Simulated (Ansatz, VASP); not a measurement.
# Two plane-wave programs on LiBr

```xyz
2
Lattice="0.0000 2.7506 2.7506 2.7506 0.0000 2.7506 2.7506 2.7506 0.0000" Properties=species:S:1:pos:R:3 pbc="T T T"
Li    0.0000    0.0000    0.0000
Br    2.7506    2.7506    2.7506
```

Alike in both runs: task single point; functional PBE; k mesh 6 × 6 × 6; no spin polarisation.

```csv
,VASP,Ansatz
version,VASP 6.6.1,Ansatz 0.2.0
potentials or method,"VASP PAW PBE potentials, release 64 (Li_sv, Br), cutoff 750 eV","plane waves, PAW"
occupations,"gaussian, width 0.01 eV",fixed
valence electrons in the cell,10,10
```

```csv
,VASP,Ansatz,Ansatz less VASP
gap on the k mesh at the Fermi level (eV),4.94,4.94,-0.004
```
